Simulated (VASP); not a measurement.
# Si4N (P-6m2) in VASP: notebook

Runs on Si4N. Level: PBE. Tasks: single point, relaxation of cell and atoms.

Everything below comes from runs of VASP 6.6.1. Logs are shortened: lines on timing, memory, paths and dates and some standing lists are left out, and cuts for length are marked.

## Step 1: The cell of the first run

The structure is hexagonal, space group P-6m2 (No. 187). The conventional cell has a = 3.817 Å, b = 3.817 Å, c = 7.520 Å, α = 90.00°, β = 90.00°, γ = 120.00°. Si (site symmetry 3m) has 1 N at 1.65 Å within 2.2 Å. Within 3.1 Å of Si (site symmetry 3m) lie 4 Si at 2.34 to 2.40 Å. N (site symmetry -6m2) has 2 Si at 1.65 Å within 2.2 Å.

## Step 2: Single point, PBE

INCAR reads:

```
SYSTEM = Si4N
PREC     = Accurate       ! precision mode
ENCUT    = 520            ! plane-wave cutoff, eV
EDIFF    = 1E-6           ! SCF threshold, eV
ISMEAR   = 0              ! smearing method
SIGMA    = 0.2            ! smearing width, eV
LREAL    = .False.        ! projectors in reciprocal space
LASPH    = .True.         ! aspherical terms in the spheres
NELM     = 80             ! most SCF steps
ALGO     = Normal         ! electronic algorithm
ISIF     = 2              ! what is computed and relaxed
LWAVE    = .False.        ! write WAVECAR
LCHARG   = .False.        ! write CHGCAR
GGA      = PE             ! functional
NBANDS   = 18             ! bands
```

KPOINTS reads:

```
Automatic mesh
0
Gamma
  5 5 3
  0 0 0
```

POSCAR reads:

```
Si4N
1.0
    3.8166439455      0.0000000000      0.0000000000
   -1.9083219728      3.3053106140      0.0000000000
    0.0000000000      0.0000000000      7.5197412063
Si N
4 1
Direct
    0.0000000000      0.0000000000      0.7812356991
    0.0000000000      0.0000000000      0.2187643009
    0.3333333333      0.6666666667      0.3442121613
    0.3333333333      0.6666666667      0.6557878387
    0.0000000000      0.0000000000      0.0000000000
```

Potentials or basis: VASP PAW PBE potentials, release 64 (Si, N).

Launch:

```
$ cat potpaw_PBE.64/Si/POTCAR potpaw_PBE.64/N/POTCAR > POTCAR
$ mpirun -np 1 vasp_std > vasp.out
```

OUTCAR:

```text
SYSTEM = Si4N
   PREC = Accurate
   ENCUT = 520
   EDIFF = 1E-6
   ISMEAR = 0
   LREAL = .False.
   LASPH = .True.
   NELM = 80
   ISIF = 2
   GGA = PE

 ion  position               nearest neighbor table
   1  0.000  0.000  0.781-   5 1.65   4 2.40   4 2.40   4 2.40
   2  0.000  0.000  0.219-   5 1.65   3 2.40   3 2.40   3 2.40
   3  0.333  0.667  0.344-   4 2.34   2 2.40   2 2.40   2 2.40
   4  0.333  0.667  0.656-   3 2.34   1 2.40   1 2.40   1 2.40
   5  0.000  0.000  0.000-   1 1.65   2 1.65

  LATTYP: Found a hexagonal cell.
 ALAT       =     3.8166439455
 C/A-ratio  =     1.9702495998

  Lattice vectors:

 A1 = (   3.8166439455,   0.0000000000,   0.0000000000)
 A2 = (  -1.9083219728,   3.3053106140,   0.0000000000)
 A3 = (   0.0000000000,   0.0000000000,   7.5197412063)

Analysis of symmetry for initial positions (statically):
=====================================================================
 Subroutine PRICEL returns:
 Original cell was already a primitive cell.

 Routine SETGRP: Setting up the symmetry group for a
 hexagonal supercell.

 Subroutine GETGRP returns: Found 12 space group operations
 (whereof 12 operations were pure point group operations)
 out of a pool of 24 trial point group operations.

The static configuration has the point symmetry D_3h.

Analysis of symmetry for dynamics (positions and initial velocities):
=====================================================================
 Subroutine PRICEL returns:
 Original cell was already a primitive cell.

 Routine SETGRP: Setting up the symmetry group for a
 hexagonal supercell.

 Subroutine GETGRP returns: Found 12 space group operations
 (whereof 12 operations were pure point group operations)
 out of a pool of 24 trial point group operations.

The dynamic configuration has the point symmetry D_3h.

 Subroutine INISYM returns: Found 12 space group operations
 (whereof 12 operations are pure point group operations),
 and found     1 'primitive' translations

----------------------------------------------------------------------------------------

                                     Primitive cell

  volume of cell :      94.8630

  direct lattice vectors                    reciprocal lattice vectors
     3.816643946  0.000000000  0.000000000     0.262010293  0.151271713  0.000000000
    -1.908321973  3.305310614  0.000000000     0.000000000  0.302543427  0.000000000
     0.000000000  0.000000000  7.519741206     0.000000000  0.000000000  0.132983300

  length of vectors
     3.816643946  3.816643946  7.519741206     0.302543427  0.302543427  0.132983300

  position of ions in fractional coordinates (direct lattice)
     0.000000000  0.000000000  0.781235699
     0.000000000  0.000000000  0.218764301
     0.333333333  0.666666667  0.344212161
     0.333333333  0.666666667  0.655787839
     0.000000000  0.000000000  0.000000000

  ion indices of the primitive-cell ions
   primitive index   ion index
                 1           1
                 2           2
                 3           3
                 4           4
                 5           5

----------------------------------------------------------------------------------------

 KPOINTS: Automatic mesh

Automatic generation of k-mesh.
 Grid dimensions read from file:
 generate k-points for:    5    5    3

 Generating k-lattice:

  Cartesian coordinates                     Fractional coordinates (reciprocal lattice)
     0.052402059  0.030254343  0.000000000     0.200000000  0.000000000  0.000000000
     0.000000000  0.060508685  0.000000000     0.000000000  0.200000000  0.000000000
     0.000000000  0.000000000  0.044327767     0.000000000  0.000000000  0.333333333

  Length of vectors
     0.060508685  0.060508685  0.044327767

  Shift w.r.t. Gamma in fractional coordinates (k-lattice)
     0.000000000  0.000000000  0.000000000

 Subroutine IBZKPT returns following result:
 ===========================================

 Found     10 irreducible k-points:

 Following reciprocal coordinates:
            Coordinates               Weight
  0.000000  0.000000  0.000000      1.000000
  0.200000  0.000000  0.000000      6.000000
  0.400000  0.000000  0.000000      6.000000
  0.200000  0.200000  0.000000      6.000000
  0.400000  0.200000  0.000000      6.000000
  0.000000  0.000000  0.333333      2.000000
  0.200000  0.000000  0.333333     12.000000
  0.400000  0.000000  0.333333     12.000000
  0.200000  0.200000  0.333333     12.000000
  0.400000  0.200000  0.333333     12.000000
   k-points           NKPTS =     10   k-points in BZ     NKDIM =     10   number of bands    NBANDS=     18
   number of dos      NEDOS =    301   number of ions     NIONS =      5
   total plane-waves  NPLWV =  43904
   dimension x,y,z NGX =    28 NGY =   28 NGZ =   56
   dimension x,y,z NGXF=    56 NGYF=   56 NGZF=  112
   ions per type =               4   1
   NGX,Y,Z   is equivalent  to a cutoff of  12.20, 12.20, 12.38 a.u.
   NGXF,Y,Z  is equivalent  to a cutoff of  24.39, 24.39, 24.76 a.u.
 SYSTEM =  Si4N
   PREC   = accura    normal or accurate (medium, high low for compatibility)
   ISTART =      0    job   : 0-new  1-cont  2-samecut
   ICHARG =      2    charge: 1-file 2-atom 10-const
   ISPIN  =      1    spin polarized calculation?
   LNONCOLLINEAR =      F non collinear calculations
   LSORBIT =      F    spin-orbit coupling
   LASPH  =      T    aspherical Exc in radial PAW
   ENCUT  =  520.0 eV  38.22 Ry    6.18 a.u.   7.10  7.10 13.98*2*pi/ulx,y,z
   NELM   =     80;   NELMIN=  2; NELMDL= -5     # of ELM steps
   EDIFF  = 0.1E-05   stopping-criterion for ELM
   LREAL  =      F    real-space projection
   EDIFFG = 0.1E-04   stopping-criterion for IOM
   NSW    =      0    number of steps for IOM
   IBRION =     -1    ionic relax: 0-MD 1-quasi-New 2-CG
   NFREE  =      0    steps in history (QN), initial steepest desc. (CG)
   ISIF   =      2    stress and relaxation
   ISYM   =      2    0-nonsym 1-usesym 2-fastsym
   POTIM  = 0.5000    time-step for ionic-motion
   TEBEG  =    0.0;   TEEND  =   0.0 temperature during run
   PSTRESS=    0.0 pullay stress
   NELECT =      21.0000    total number of electrons
   NUPDOWN=      -1.0000    fix difference up-down
   EMIN   =  10.00;   EMAX   =-10.00  energy-range for DOS
   EFERMI =   0.00;   METHOD = LEGACY
   ISMEAR =     0;   SIGMA  =   0.20  broadening in eV -4-tet -1-fermi 0-gaus
   EFERMI_NEDOS =   21; number of points for ismear=-14 and -15
   IALGO  =     38    algorithm
   IMIX   =      4    mixing-type and parameters
     AMIX     =   0.40;   BMIX     =  1.00
     AMIX_MAG =   1.60;   BMIX_MAG =  1.00
  volume/ion in A,a.u.               =      18.97       128.03
  Fermi-wavevector in a.u.,A,eV,Ry     =   0.990335  1.871463 13.344108  0.980764
  Thomas-Fermi vector in A             =   2.121998
   LORBIT       =      0    0 simple, 1 ext, 2 COOP (PROOUT), +10 PAW based schemes
   GGA     = PE    functional components
   LHFCALC =     F    Hartree Fock is set to
   AEXX    =    0.0000 exact exchange contribution
   IVDW    =     0    specifies the selected vdW correction
   LEPSILON=     F    determine dielectric tensor
   LRPA    =     F    only Hartree local field effects (RPA)
 non-spin polarized calculation
 Gauss-broadening in eV      SIGMA  =   0.20
  energy-cutoff  :      520.00
  volume of cell :       94.86
 maximum number of plane-waves:      2570
   NGX = 15   NGY = 15   NGZ = 27

 number of electron      20.9999999 magnetization

 Free energy of the ion-electron system (eV)
  ---------------------------------------------------
  ext. energy  EPLUGINS =         0.00000000
  ---------------------------------------------------
  free energy    TOTEN  =       -29.65955283 eV

  energy without entropy =      -29.63430380  energy(sigma->0) =      -29.64692831

 E-fermi :   4.3503     XC(G=0):  -9.1378

 val. band max:        4.1558958231   @ k =   0.2000   0.2000   0.3333
 cond. band min:       4.3695996641   @ k =   0.2000   0.0000   0.0000
 fundamental gap:      0.2137038410
 Fermi energy:         4.3502782462

 k-point     1 :       0.0000    0.0000    0.0000
  band No.  band energies     occupation
      1     -10.5058      2.00000
      2      -6.0909      2.00000
      3      -5.9315      2.00000
      4      -1.1365      2.00000
      5       0.5494      2.00000
      6       2.3513      2.00000
[... 10 lines left out ...]
     17       8.8104      0.00000
     18       9.1382      0.00000

 k-point     2 :       0.2000    0.0000    0.0000
  band No.  band energies     occupation
      1     -10.4073      2.00000
      2      -5.7004      2.00000
      3      -5.5230      2.00000
      4      -1.1630      2.00000
      5       0.4549      2.00000
      6       1.0796      2.00000
[... 10 lines left out ...]
     17       9.9786      0.00000
     18      10.2926      0.00000

 k-point     3 :       0.4000    0.0000    0.0000
  band No.  band energies     occupation
      1     -10.2424      2.00000
      2      -4.6727      2.00000
      3      -4.5318      2.00000
      4      -1.6056      2.00000
      5      -1.5285      2.00000
      6       0.6198      2.00000
[... 10 lines left out ...]
     17      11.7554      0.00000
     18      12.1705      0.00000

 k-point     4 :       0.2000    0.2000    0.0000
  band No.  band energies     occupation
      1     -10.2751      2.00000
      2      -4.9641      2.00000
      3      -4.7961      2.00000
      4      -1.3706      2.00000
      5      -0.6976      2.00000
      6       0.5735      2.00000
[... 10 lines left out ...]
     17       9.9450      0.00000
     18      10.0867      0.00000

 k-point     5 :       0.4000    0.2000    0.0000
  band No.  band energies     occupation
      1     -10.1917      2.00000
      2      -4.1208      2.00000
      3      -4.0757      2.00000
      4      -1.9449      2.00000
      5      -1.8056      2.00000
      6       0.2562      2.00000
[... 10 lines left out ...]
     17      11.2444      0.00000
     18      12.4196      0.00000

 k-point     6 :       0.0000    0.0000    0.3333
  band No.  band energies     occupation
      1     -10.4929      2.00000
      2      -6.7429      2.00000
      3      -4.8523      2.00000
      4      -2.3304      2.00000
      5       1.6787      2.00000
      6       2.4008      2.00000
[... 10 lines left out ...]
     17       9.1279      0.00000
     18       9.1279      0.00000

 k-point     7 :       0.2000    0.0000    0.3333
  band No.  band energies     occupation
      1     -10.3982      2.00000
      2      -6.3081      2.00000
      3      -4.4812      2.00000
      4      -2.2789      2.00000
      5       1.1867      2.00000
      6       1.5699      2.00000
[... 10 lines left out ...]
     17      10.2120      0.00000
     18      10.6321      0.00000

 k-point     8 :       0.4000    0.0000    0.3333
  band No.  band energies     occupation
      1     -10.2390      2.00000
      2      -5.1631      2.00000
      3      -3.6480      2.00000
      4      -2.5297      2.00000
      5      -0.9322      2.00000
      6       0.0911      2.00000
[... 10 lines left out ...]
     17      10.9788      0.00000
     18      12.3200      0.00000

 k-point     9 :       0.2000    0.2000    0.3333
  band No.  band energies     occupation
      1     -10.2706      2.00000
      2      -5.4942      2.00000
      3      -3.8263      2.00000
      4      -2.3830      2.00000
      5      -0.1263      2.00000
      6       0.7081      2.00000
[... 10 lines left out ...]
     17       9.6859      0.00000
     18      10.1964      0.00000

 k-point    10 :       0.4000    0.2000    0.3333
  band No.  band energies     occupation
      1     -10.1898      2.00000
      2      -4.4648      2.00000
      3      -3.6586      2.00000
      4      -2.2825      2.00000
      5      -1.3631      2.00000
      6       0.0020      2.00000
[... 10 lines left out ...]
     17      10.9733      0.00000
     18      12.3501      0.00000

------------------------ aborting loop because EDIFF is reached ----------------------------------------

  FORCE on cell =-STRESS in cart. coord.  units (eV):
  Direction    XX          YY          ZZ          XY          YZ          ZX
  --------------------------------------------------------------------------------------
  -------------------------------------------------------------------------------------
  Total       -0.0609552     -0.0609552     -0.0528443      0.0000000      0.0000000      0.0000000
  in kB       -1.0294958     -1.0294958     -0.8925072      0.0000000      0.0000000      0.0000000
  external PRESSURE =      -0.9838329 kB  Pullay stress =       0.0000000 kB

 VOLUME and BASIS-vectors are now :
 -----------------------------------------------------------------------------
  energy-cutoff  :      520.00
  volume of cell :       94.86
      direct lattice vectors                 reciprocal lattice vectors
     3.816643946  0.000000000  0.000000000     0.262010293  0.151271713  0.000000000
    -1.908321973  3.305310614  0.000000000     0.000000000  0.302543427  0.000000000
     0.000000000  0.000000000  7.519741206     0.000000000  0.000000000  0.132983300

 POSITION                                       TOTAL-FORCE (eV/Angst)
 -----------------------------------------------------------------------------------
      0.00000      0.00000      5.87469         0.000000     -0.000000      0.002501
      0.00000      0.00000      1.64505        -0.000000      0.000000     -0.002501
     -0.00000      2.20354      2.58839         0.000000     -0.000000     -0.003596
     -0.00000      2.20354      4.93135         0.000000     -0.000000      0.003596
      0.00000      0.00000      0.00000         0.000000     -0.000000      0.000000
 -----------------------------------------------------------------------------------
    total drift:                               -0.000000      0.000000     -0.000000

  FREE ENERGIE OF THE ION-ELECTRON SYSTEM (eV)
  ---------------------------------------------------
  free  energy   TOTEN  =       -29.6595528250 eV

  energy  without entropy=      -29.6343037952  energy(sigma->0) =      -29.64692831
```

Wall time 21 s (1 thread of Intel Xeon 6975P-C (Granite Rapids), shared host); peak memory 0.19 GiB.

What came out:

```yaml
Free_energy: -29.6596 eV
Pressure: -0.1 GPa
Largest_force: 0.004 eV/Å
```

Forces in eV/Å, atoms in the order of the input:
```
Si   0.000  0.000  0.003
Si   0.000  0.000 -0.003
Si   0.000  0.000 -0.004
Si   0.000  0.000  0.004
N    0.000  0.000  0.000
```

Caveat: the k points lie up to 0.38 Å⁻¹ apart.

(Part 1 of 2 ends here.)
